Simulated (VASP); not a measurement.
Runs of VASP 6.6.1 on RbBr. The structure is that of space group Pm-3m (No. 221), or close to it. The cells are those of the table. 

```tsv
level	cell	k mesh	smearing	grid for exact exchange (PRECFOCK)	screening parameter	gap on the mesh (eV)	pressure (GPa)
r2SCAN	a = 4.085, b = 4.085, c = 4.128 Å, 2 atoms	6 × 6 × 6	gaussian 0.01 eV	-	-	4.89	(a)
PBE	a = 4.085, b = 4.085, c = 4.128 Å, 2 atoms	6 × 6 × 6	fermi-dirac 0.02 eV	-	-	4.13	1.2
HSE06	a = 4.128, b = 4.128, c = 3.983 Å, 2 atoms	4 × 4 × 4	gaussian 0.01 eV	Normal	0.2079 1/Å	(b)	1.1
PBE	a = 4.128, b = 4.128, c = 3.983 Å, 2 atoms	6 × 6 × 6	fermi-dirac 0.02 eV	-	-	(c)	1.5
r2SCAN	a = 4.128, b = 4.128, c = 3.983 Å, 2 atoms	6 × 6 × 6	gaussian 0.01 eV	-	-	4.83	0.7
```

Alike in all rows: task single point; potentials or basis VASP PAW PBE potentials, release 64 (Rb_sv, Br); no spin polarisation; cutoff (eV) 520.

Question: Estimate the missing entries.

Answer: (a) 0.4; (b) 5.26; (c) 4.07.

Caveats: the PAW data sets were made with another functional, which shifts forces and pressure a little (some runs).

A k mesh can miss the band edges, and the runs leave out spin-orbit coupling on Br, Rb.
